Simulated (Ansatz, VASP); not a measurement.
**WC: VASP beside Ansatz**

The input INCAR:

```
SYSTEM = WC
  PREC = Accurate
  ENCUT = 520
  EDIFF = 1E-6
  ISMEAR = 0
  SIGMA = 0.1
  LREAL = Auto
  LASPH = .True.
  NELM = 120
  ALGO = Normal
  ISIF = 2
  LWAVE = .False.
  LCHARG = .True.
  LDIPOL = .True.
  IDIPOL = 3
  DIPOL = 0.5 0.5 0.458
  GGA = PE
  IVDW = 12
  LVHAR = .True.
  LVACPOTAV = .True.
  NBANDS = 166
  GGA_COMPAT = .False.
  NELMDL = -8
  KPAR = 4
```

File KPOINTS:

```
regular mesh
0
Gamma
  4 3 1
  0 0 0
```

Contents of POSCAR:

```
WC
1.0
    5.8038113749      0.0000000000      0.0000000000
   -2.9019056875      7.5735822842      0.0000000000
    0.0000000000      0.0000000000     23.9530597246
W C
16 16
Direct
    0.8601095922      0.7202191844      0.3339865592
    0.8601095922      0.2202191844      0.3339865592
    0.3601095922      0.7202191844      0.3339865592
    0.3601095922      0.2202191844      0.3339865592
    0.7202191845      0.4404383689      0.4124697935
    0.7202191844      0.9404383689      0.4124697935
    0.2202191844      0.4404383689      0.4124697935
    0.2202191844      0.9404383689      0.4124697935
    0.5798913987      0.1604308987      0.4912222806
    0.5805166086      0.6606271173      0.4921638356
    0.0811060838      0.1605849185      0.4912538658
    0.0805583653      0.6611061026      0.4916291799
    0.4361089121      0.8766305945      0.5708394746
    0.4382222056      0.3755589315      0.5708681363
    0.9404650020      0.8766067820      0.5708566974
    0.9382237155      0.3758565276      0.5683348876
    0.0034611909      0.0069223818      0.3470670982
    0.0034611909      0.5069223818      0.3470670982
    0.5034611909      0.0069223818      0.3470670982
    0.5034611909      0.5069223818      0.3470670982
    0.8635707832      0.7271415663      0.4255503325
    0.8635707832      0.2271415663      0.4255503325
    0.3635707831      0.7271415663      0.4255503325
    0.3635707831      0.2271415663      0.4255503325
    0.7231965695      0.4449950541      0.5037227966
    0.7221566278      0.9445412734      0.5045952376
    0.2222037164      0.4451707369      0.5037109101
    0.2220504478      0.9442993894      0.5039553043
    0.5913356457      0.1786357892      0.5785315248
    0.5912720834      0.6822965708      0.5816656514
    0.0883408042      0.1790321718      0.5786241377
    0.0838922421      0.6677447698      0.5793407651
```

Input for Ansatz:

```yaml
crystal:
  lattice:
    - [5.8038113749, 0.0, 0.0]
    - [-2.9019056875, 7.5735822842, 0.0]
    - [0.0, 0.0, 23.9530597246]
  atoms:
    - { symbol: W, position: [0.8601095922, 0.7202191844, 0.3339865592] }
    - { symbol: W, position: [0.8601095922, 0.2202191844, 0.3339865592] }
    - { symbol: W, position: [0.3601095922, 0.7202191844, 0.3339865592] }
    - { symbol: W, position: [0.3601095922, 0.2202191844, 0.3339865592] }
    - { symbol: C, position: [0.0034611909, 0.0069223818, 0.3470670982] }
    - { symbol: C, position: [0.0034611909, 0.5069223818, 0.3470670982] }
    - { symbol: C, position: [0.5034611909, 0.0069223818, 0.3470670982] }
    - { symbol: C, position: [0.5034611909, 0.5069223818, 0.3470670982] }
    - { symbol: W, position: [0.7202191845, 0.4404383689, 0.4124697935] }
    - { symbol: W, position: [0.7202191844, 0.9404383689, 0.4124697935] }
    - { symbol: W, position: [0.2202191844, 0.4404383689, 0.4124697935] }
    - { symbol: W, position: [0.2202191844, 0.9404383689, 0.4124697935] }
    - { symbol: C, position: [0.8635707832, 0.7271415663, 0.4255503325] }
    - { symbol: C, position: [0.8635707832, 0.2271415663, 0.4255503325] }
    - { symbol: C, position: [0.3635707831, 0.7271415663, 0.4255503325] }
    - { symbol: C, position: [0.3635707831, 0.2271415663, 0.4255503325] }
    - { symbol: W, position: [0.5798913987, 0.1604308987, 0.4912222806] }
    - { symbol: W, position: [0.5805166086, 0.6606271173, 0.4921638356] }
    - { symbol: W, position: [0.0811060838, 0.1605849185, 0.4912538658] }
    - { symbol: W, position: [0.0805583653, 0.6611061026, 0.4916291799] }
    - { symbol: C, position: [0.7231965695, 0.4449950541, 0.5037227966] }
    - { symbol: C, position: [0.7221566278, 0.9445412734, 0.5045952376] }
    - { symbol: C, position: [0.2222037164, 0.4451707369, 0.5037109101] }
    - { symbol: C, position: [0.2220504478, 0.9442993894, 0.5039553043] }
    - { symbol: W, position: [0.4361089121, 0.8766305945, 0.5708394746] }
    - { symbol: W, position: [0.4382222056, 0.3755589315, 0.5708681363] }
    - { symbol: W, position: [0.940465002, 0.876606782, 0.5708566974] }
    - { symbol: W, position: [0.9382237155, 0.3758565276, 0.5683348876] }
    - { symbol: C, position: [0.5913356457, 0.1786357892, 0.5785315248] }
    - { symbol: C, position: [0.5912720834, 0.6822965708, 0.5816656514] }
    - { symbol: C, position: [0.0883408042, 0.1790321718, 0.5786241377] }
    - { symbol: C, position: [0.0838922421, 0.6677447698, 0.5793407651] }
basis:
  ecutwfc: 420
kpoints:
  mp_grid: { grid: [4, 3, 1] }
hamiltonian:
  xc: pbe
  dispersion: d3bj
scf:
  occupations: { method: gaussian, width: 0.1 }
output:
  forces: true
  eigenvalues: true
  write_density: true
  volumetric_format: npy
efield:
  axis: 3
  dipole_correction: true
  ramp_width: 0.04
```

Alike in both runs: task single point; functional PBE; dispersion D3(BJ); k mesh 4 × 3 × 1; occupations gaussian, width 0.1 eV; no spin polarisation.

|  | VASP | Ansatz |
| --- | --- | --- |
| version | VASP 6.6.1 | Ansatz 0.2.0 |
| potentials or method | VASP PAW PBE potentials, release 64 (W_sv, C), cutoff 520 eV | scalar-relativistic, plane waves, PAW |
| valence electrons in the cell | 288 | 288 |

```csv
,VASP,Ansatz,Ansatz less VASP
gap on the k mesh at the Fermi level (eV),none,none,-
rms of the force components (eV/Å),0.462,0.468,+0.0056
"work function, face that differs most (eV)",4.30,4.30,-0.005
```

A gap of «none» marks a metal or a gap that the smearing closes.

Spin-orbit coupling is off throughout.
